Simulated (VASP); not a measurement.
Input of a VASP 6.6.1 run:

INCAR

```
SYSTEM = Se
ALGO = Normal
EDIFF = 1E-6
ENCUT = 500
GGA = PE
GGA_COMPAT = .FALSE.
ISIF = 2
ISMEAR = 1
LASPH = .TRUE.
LCHARG = .FALSE.
LREAL = .FALSE.
LWAVE = .FALSE.
NBANDS = 9
NELM = 120
PREC = Accurate
SIGMA = 0.1
```

File KPOINTS:

```
k-points
0
G
  11 11 11
  0 0 0
```

Contents of POSCAR:

```
Se
1.0
    1.9409098124      1.1205845323      0.8889538346
   -1.9409098124      1.1205845323      0.8889538346
    0.0000000000     -2.2411700728      0.8889538346
Se
1
Direct
    0.0000000000      0.0000000000      0.0000000000
```

Potentials or basis: VASP PAW PBE potentials, release 64 (Se).

Run with:

```bash
$ cat potpaw_PBE.64/Se/POTCAR > POTCAR
$ mpirun -np 1 vasp_std > vasp.out
```

(1) Estimate the band gap on the k mesh.

(2) What does it give for the pressure?

## Answers

(1) zero (bands 3 and 4 overlap by 14.36 eV).

(2) 146.8 GPa.

Caveat: the stress differs along the axes, from 140 to 150 GPa.
